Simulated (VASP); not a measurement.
# Mo (Im-3m) in VASP: settings compared

Aim: see how the results for Mo move with the level of theory and the settings. Levels: PBE, r2SCAN. Tasks: single point.

Everything below comes from runs of VASP 6.6.1. Logs are shortened: lines on timing, memory, paths and dates and some standing lists are left out, and cuts for length are marked.

## (1) The cell of the first run

It takes space group Im-3m (No. 229, cubic). The conventional cell has a = 3.163 Å, b = 3.163 Å, c = 3.163 Å, α = 90.00°, β = 90.00°, γ = 90.00°. Within 3.6 Å of Mo (site symmetry m-3m) lie 14 Mo at 2.74 to 3.16 Å.

## (2) Single point, PBE

File INCAR:

```
  PREC = Accurate
  ENCUT = 520
  EDIFF = 1E-6
  ISMEAR = 0
  SIGMA = 0.05
  LREAL = F
  LASPH = T
  NELM = 100
  ALGO = Fast
  ISIF = 2
  LWAVE = F
  LCHARG = F
  GGA = PE
  NBANDS = 13
```

File KPOINTS:

```
Automatic mesh
0
Gamma
  8 8 8
```

File POSCAR:

```
Mo
1.0
   -1.5816586698      1.5816586698      1.5816586698
    1.5816586698     -1.5816586698      1.5816586698
    1.5816586698      1.5816586698     -1.5816586698
Mo
1
Direct
    0.0000000000      0.0000000000      0.0000000000
```

Potentials or basis: VASP PAW PBE potentials, release 64 (Mo_sv).

Started as:

```bash
> cat potpaw_PBE.64/Mo_sv/POTCAR > POTCAR
> mpirun -np 1 vasp_std > vasp.out
```

OUTCAR:

```text
PREC = Accurate
   ENCUT = 520
   EDIFF = 1E-6
   ISMEAR = 0
   LREAL = F
   LASPH = T
   NELM = 100
   ISIF = 2
   GGA = PE

 ion  position               nearest neighbor table
   1  0.000  0.000  0.000-

  LATTYP: Found a body centered cubic cell.
 ALAT       =     3.1633173396

  Lattice vectors:

 A1 = (  -1.5816586698,   1.5816586698,   1.5816586698)
 A2 = (   1.5816586698,  -1.5816586698,   1.5816586698)
 A3 = (   1.5816586698,   1.5816586698,  -1.5816586698)

Analysis of symmetry for initial positions (statically):
=====================================================================
 Subroutine PRICEL returns:
 Original cell was already a primitive cell.

 Routine SETGRP: Setting up the symmetry group for a
 body centered cubic supercell.

 Subroutine GETGRP returns: Found 48 space group operations
 (whereof 48 operations were pure point group operations)
 out of a pool of 48 trial point group operations.

The static configuration has the point symmetry O_h .

Analysis of symmetry for dynamics (positions and initial velocities):
=====================================================================
 Subroutine PRICEL returns:
 Original cell was already a primitive cell.

 Routine SETGRP: Setting up the symmetry group for a
 body centered cubic supercell.

 Subroutine GETGRP returns: Found 48 space group operations
 (whereof 48 operations were pure point group operations)
 out of a pool of 48 trial point group operations.

The dynamic configuration has the point symmetry O_h .

 Subroutine INISYM returns: Found 48 space group operations
 (whereof 48 operations are pure point group operations),
 and found     1 'primitive' translations

----------------------------------------------------------------------------------------

                                     Primitive cell

  volume of cell :      15.8270

  direct lattice vectors                    reciprocal lattice vectors
    -1.581658670  1.581658670  1.581658670     0.000000000  0.316123832  0.316123832
     1.581658670 -1.581658670  1.581658670     0.316123832  0.000000000  0.316123832
     1.581658670  1.581658670 -1.581658670     0.316123832  0.316123832  0.000000000

  length of vectors
     2.739513176  2.739513176  2.739513176     0.447066611  0.447066611  0.447066611

  position of ions in fractional coordinates (direct lattice)
     0.000000000  0.000000000  0.000000000

  ion indices of the primitive-cell ions
   primitive index   ion index
[... 76 lines left out ...]
   NSW    =      0    number of steps for IOM
   IBRION =     -1    ionic relax: 0-MD 1-quasi-New 2-CG
   NFREE  =      0    steps in history (QN), initial steepest desc. (CG)
   ISIF   =      2    stress and relaxation
   ISYM   =      2    0-nonsym 1-usesym 2-fastsym
   POTIM  = 0.5000    time-step for ionic-motion
   TEBEG  =    0.0;   TEEND  =   0.0 temperature during run
   PSTRESS=    0.0 pullay stress
   NELECT =      14.0000    total number of electrons
   NUPDOWN=      -1.0000    fix difference up-down
   EMIN   =  10.00;   EMAX   =-10.00  energy-range for DOS
   EFERMI =   0.00;   METHOD = LEGACY
   ISMEAR =     0;   SIGMA  =   0.05  broadening in eV -4-tet -1-fermi 0-gaus
   EFERMI_NEDOS =   21; number of points for ismear=-14 and -15
   IALGO  =     68    algorithm
   IMIX   =      4    mixing-type and parameters
     AMIX     =   0.40;   BMIX     =  1.00
     AMIX_MAG =   1.60;   BMIX_MAG =  1.00
  volume/ion in A,a.u.               =      15.83       106.81
  Fermi-wavevector in a.u.,A,eV,Ry     =   1.571513  2.969730 33.601686  2.469654
  Thomas-Fermi vector in A             =   2.673086
   LORBIT       =      0    0 simple, 1 ext, 2 COOP (PROOUT), +10 PAW based schemes
   GGA     = PE    functional components
   LHFCALC =     F    Hartree Fock is set to
   AEXX    =    0.0000 exact exchange contribution
   IVDW    =     0    specifies the selected vdW correction
   LEPSILON=     F    determine dielectric tensor
   LRPA    =     F    only Hartree local field effects (RPA)
 non-spin polarized calculation
 RMM-DIIS sequential band-by-band and
 Gauss-broadening in eV      SIGMA  =   0.05
  energy-cutoff  :      520.00
  volume of cell :       15.83
 maximum number of plane-waves:       436
   NGX = 11   NGY = 11   NGZ = 11

 number of electron      14.0000004 magnetization

 Free energy of the ion-electron system (eV)
  ---------------------------------------------------
  ext. energy  EPLUGINS =         0.00000000
  ---------------------------------------------------
  free energy    TOTEN  =       -10.91363594 eV

  energy without entropy =      -10.91229913  energy(sigma->0) =      -10.91296753

 E-fermi :  12.2635     XC(G=0): -13.3224

 val. band max:       12.2635303518   @ k =  -0.2500   0.2500   0.1250
 cond. band min:      12.3714553860   @ k =   0.3750   0.0000   0.0000
 fundamental gap:      0.1079250342
 Fermi energy:        12.2635401363

 k-point     1 :       0.0000    0.0000    0.0000
  band No.  band energies     occupation
      1     -48.8974      2.00000
      2     -22.1910      2.00000
      3     -22.1910      2.00000
      4     -22.1910      2.00000
      5       5.1996      2.00000
      6      11.0475      2.00000
      7      11.0475      2.00000
      8      11.0475      2.00000
      9      14.0275      0.00000
     10      14.0275      0.00000
     11      27.2073      0.00000
     12      27.2073      0.00000
     13      27.2073      0.00000
[... 354 lines left out ...]
  band No.  band energies     occupation
      1     -48.5898      2.00000
      2     -23.1904      2.00000
      3     -22.8096      2.00000
      4     -22.6869      2.00000
      5       8.5161      2.00000
      6       9.0689      2.00000
      7      11.7723      2.00000
      8      12.5943      0.00000
      9      15.2242      0.00000
     10      17.3071      0.00000
     11      26.0429      0.00000
     12      28.0600      0.00000
     13      29.1527      0.00000

 [... further k-points ...]
[... 5 lines left out ...]
  --------------------------------------------------------------------------------------
  -------------------------------------------------------------------------------------
  Total        0.0563258      0.0563258      0.0563258      0.0000000     -0.0000000      0.0000000
  in kB        5.7019006      5.7019006      5.7019006      0.0000000     -0.0000000      0.0000000
  external PRESSURE =       5.7019006 kB  Pullay stress =       0.0000000 kB

 VOLUME and BASIS-vectors are now :
 -----------------------------------------------------------------------------
  energy-cutoff  :      520.00
  volume of cell :       15.83
      direct lattice vectors                 reciprocal lattice vectors
    -1.581658670  1.581658670  1.581658670     0.000000000  0.316123832  0.316123832
     1.581658670 -1.581658670  1.581658670     0.316123832  0.000000000  0.316123832
     1.581658670  1.581658670 -1.581658670     0.316123832  0.316123832  0.000000000

 POSITION                                       TOTAL-FORCE (eV/Angst)
 -----------------------------------------------------------------------------------
      0.00000      0.00000      0.00000         0.000000      0.000000     -0.000000
 -----------------------------------------------------------------------------------
    total drift:                                0.000000     -0.000000      0.000000

  FREE ENERGIE OF THE ION-ELECTRON SYSTEM (eV)
  ---------------------------------------------------
  free  energy   TOTEN  =       -10.9136359369 eV

  energy  without entropy=      -10.9122991308  energy(sigma->0) =      -10.91296753
```

OSZICAR:

```text
N       E                     dE             d eps       ncg     rms          rms(c)
DAV:   1     0.935526204038E+02    0.93553E+02   -0.79150E+03   770   0.110E+03
DAV:   2    -0.104882916114E+02   -0.10404E+03   -0.99392E+02   864   0.312E+02
DAV:   3    -0.115964617555E+02   -0.11082E+01   -0.11054E+01   834   0.329E+01
DAV:   4    -0.115990494027E+02   -0.25876E-02   -0.25876E-02   849   0.190E+00
DAV:   5    -0.115990678563E+02   -0.18454E-04   -0.18454E-04   849   0.139E-01    0.143E+01
RMM:   6    -0.109975580047E+02    0.60151E+00   -0.71138E-01   760   0.788E+00    0.410E+00
RMM:   7    -0.109164598462E+02    0.81098E-01   -0.21877E-01   772   0.430E+00    0.119E+00
RMM:   8    -0.109143030334E+02    0.21568E-02   -0.14324E-02   795   0.127E+00    0.264E-01
RMM:   9    -0.109136752626E+02    0.62777E-03   -0.12762E-03   808   0.375E-01    0.426E-02
RMM:  10    -0.109136413043E+02    0.33958E-04   -0.33721E-04   820   0.186E-01    0.617E-02
RMM:  11    -0.109136362512E+02    0.50531E-05   -0.39066E-05   814   0.740E-02    0.460E-03
RMM:  12    -0.109136359369E+02    0.31423E-06   -0.57277E-06   767   0.302E-02
   1 F= -.10913636E+02 E0= -.10912968E+02  d E =-.133681E-02
```

stdout:

```text
POSCAR found type information on POSCAR Mo
 POSCAR found :  1 types and       1 ions
 scaLAPACK will be used
 LDA part: xc-table for (Slater+PW92), standard interpolation
 POSCAR, INCAR and KPOINTS ok, starting setup
 FFT: planning ... GRIDC
 FFT: planning ... GRID_SOFT
 FFT: planning ... GRID
 WAVECAR not read
 entering main loop
```

It took 2.9 s on 1 thread of Intel Xeon 6975P-C (Granite Rapids), shared host; peak memory 0.12 GiB.

What came out:

- Free energy: -10.9136 eV
- Pressure: 0.6 GPa
- Band gap on the k mesh: zero (band 7 reaches 16.30 eV, above the bottom of band 8 at 11.05 eV)

## (3) Single point, PBE

This run uses another cell than the first one, of 15.98 Å³/atom, 1.010 times its volume.

File INCAR:

```
PREC = Accurate
ENCUT = 520
EDIFF = 1E-6
ISMEAR = 0
SIGMA = 0.05
LREAL = F
LASPH = T
NELM = 80
ALGO = Normal
ISIF = 2
LWAVE = F
LCHARG = F
GGA = PE
NBANDS = 13
```

KPOINTS is that of step 2.

File POSCAR:

```
Mo
1.0
   -1.5868520570      1.5868520570      1.5868520570
    1.5868520570     -1.5868520570      1.5868520570
    1.5868520570      1.5868520570     -1.5868520570
Mo
1
Direct
    0.0000000000      0.0000000000      0.0000000000
```

Potentials or basis: VASP PAW PBE potentials, release 64 (Mo_sv).

Started as:

```bash
> cat potpaw_PBE.64/Mo_sv/POTCAR > POTCAR
> mpirun -np 1 vasp_std > vasp.out
```

Wall time 3.2 s (1 thread of Intel Xeon 6975P-C (Granite Rapids), shared host); peak memory 0.12 GiB.

Results (log left out):

* Free energy: -10.9130 eV
* Pressure: -2.0 GPa
* Band gap on the k mesh: zero (band 7 reaches 16.08 eV, above the bottom of band 8 at 10.91 eV)

Levels at points of the mesh, in eV from the Fermi level:
```
           k point  band 4  band 5  band 6  band 7  band 8  band 9  band 10  band 11
(0.00, 0.00, 0.00)  -34.48   -7.04   -1.20   -1.20   -1.20    1.74     1.74    14.92
(0.50, 0.00, 0.00)  -34.49   -5.07   -3.18    1.67    1.76    2.37     4.70    11.43
(0.50, 0.50, 0.50)  -35.38   -5.15   -5.15    3.97    3.97    3.97     9.02     9.02
```

## (4) Single point, r2SCAN

This run uses another cell than the first one, of 15.49 Å³/atom, 0.978 times its volume.

File POSCAR:

```
Mo
1.0
   -1.5702100807      1.5702100807      1.5702100807
    1.5702100807     -1.5702100807      1.5702100807
    1.5702100807      1.5702100807     -1.5702100807
Mo
1
Direct
    0.0000000000      0.0000000000      0.0000000000
```

File INCAR.step1:

```
  PREC = Accurate
  ENCUT = 520
  ISMEAR = 0
  SIGMA = 0.05
  LREAL = False
  LASPH = True
  NELM = 60
  NBANDS = 13
  GGA = PE
  ALGO = Normal
  EDIFF = 1E-4
  LWAVE = True
  LCHARG = False
```

File INCAR.step2:

```
  PREC = Accurate
  ENCUT = 520
  EDIFF = 1E-6
  ISMEAR = 0
  SIGMA = 0.05
  LREAL = False
  LASPH = True
  NELM = 60
  ALGO = Normal
  ISIF = 2
  LWAVE = False
  LCHARG = False
  METAGGA = R2SCAN
  LMIXTAU = True
  NBANDS = 13
  ISTART = 1
```

File KPOINTS:

```
Automatic mesh
0
Gamma
  18 18 18
```

Started as:

```bash
> cat potpaw_PBE.64/Mo_sv/POTCAR > POTCAR
> cp INCAR.step1 INCAR
> mpirun -np 1 vasp_std > vasp.out
> cp INCAR.step2 INCAR
> mpirun -np 1 vasp_std > vasp.out
```

Wall time 47 s (1 thread of Intel Xeon 6975P-C (Granite Rapids), shared host); peak memory 0.15 GiB.

Results (log left out):

```yaml
Free_energy: -26.0739 eV
Pressure: 3.8 GPa
Band_gap_on_the_k_mesh: zero (band 7 reaches 16.90 eV, above the bottom of band 8 at 11.26 eV)
```

Levels at points of the mesh, in eV from the Fermi level:
| k point | band 5 | band 6 | band 7 | band 8 | band 9 | band 10 |
| --- | --- | --- | --- | --- | --- | --- |
| (0.00, 0.00, 0.00) | -7.70 | -1.45 | -1.45 | -1.45 | 1.92 | 1.92 |
| (0.50, 0.00, 0.00) | -5.66 | -3.64 | 1.61 | 1.90 | 2.61 | 4.99 |
| (0.50, 0.50, 0.50) | -5.73 | -5.73 | 4.19 | 4.19 | 4.19 | 9.55 |

Caveat: the PAW data sets were made with another functional, which shifts forces and pressure a little.

## (5) Single point, r2SCAN

This run uses another cell than the first one, of 15.63 Å³/atom, 0.988 times its volume.

File POSCAR:

```
Mo
1.0
   -1.5751461432      1.5751461432      1.5751461432
    1.5751461432     -1.5751461432      1.5751461432
    1.5751461432      1.5751461432     -1.5751461432
Mo
1
Direct
    0.0000000000      0.0000000000      0.0000000000
```

File INCAR.step1:

```
PREC = Accurate ; ENCUT = 520
ISMEAR = 0 ; SIGMA = 0.05
LREAL = F ; LASPH = T
NELM = 80 ; NBANDS = 13
GGA = PE ; ALGO = Normal
EDIFF = 1E-4 ; LWAVE = T
LCHARG = F
```

File INCAR.step2:

```
PREC = Accurate ; ENCUT = 520
EDIFF = 1E-7 ; ISMEAR = 0
SIGMA = 0.05 ; LREAL = F
LASPH = T ; NELM = 80
ALGO = Normal ; ISIF = 2
LWAVE = F ; LCHARG = F
METAGGA = R2SCAN ; LMIXTAU = T
NBANDS = 13 ; ISTART = 1
```

File KPOINTS:

```
regular mesh
0
Gamma
  18 18 18
```

Started as:

```bash
> cat potpaw_PBE.64/Mo_sv/POTCAR > POTCAR
> cp INCAR.step1 INCAR
> mpirun -np 1 vasp_std > vasp.out
> cp INCAR.step2 INCAR
> mpirun -np 1 vasp_std > vasp.out
```

Wall time 63 s (1 thread of Intel Xeon 6975P-C (Granite Rapids), shared host); peak memory 0.16 GiB.

The run converged. Its results:

- Free energy: -26.0761 eV
- Pressure: 1.1 GPa
- Band gap on the k mesh: zero (band 7 reaches 16.69 eV, above the bottom of band 8 at 11.13 eV)

Levels at points of the mesh, in eV from the Fermi level:
```
           k point  band 3  band 4  band 5  band 6  band 7  band 8  band 9  band 10  band 11  band 12
(0.00, 0.00, 0.00)  -35.70  -35.70   -7.67   -1.43   -1.43   -1.43    1.91     1.91    15.49    15.49
(0.50, 0.00, 0.00)  -36.18  -35.71   -5.60   -3.59    1.57    1.89    2.59     4.92    12.24    12.51
(0.50, 0.50, 0.50)  -36.73  -36.73   -5.65   -5.65    4.14    4.14    4.14     9.47     9.47     9.47
```

Caveat: the PAW data sets were made with another functional, which shifts forces and pressure a little.

## (6) Overview

| level | cell | k mesh | gap on the mesh (eV) | pressure (GPa) |
| --- | --- | --- | --- | --- |
| PBE | a = 2.740 Å, angles 109.5°, 1 atom | 8 × 8 × 8 | none | 0.6 |
| PBE | a = 2.749 Å, angles 109.5°, 1 atom | 8 × 8 × 8 | none | -2.0 |
| r2SCAN | a = 2.720 Å, angles 109.5°, 1 atom | 18 × 18 × 18 | none | 3.8 |
| r2SCAN | a = 2.728 Å, angles 109.5°, 1 atom | 18 × 18 × 18 | none | 1.1 |

Alike in all rows: task single point; potentials or basis VASP PAW PBE potentials, release 64 (Mo_sv); no spin polarisation; cutoff (eV) 520; smearing gaussian 0.05 eV.

Caveats: the PAW data sets were made with another functional, which shifts forces and pressure a little (some runs).

Total energies depend on the potentials used, so only differences within one code and one set of settings carry meaning.
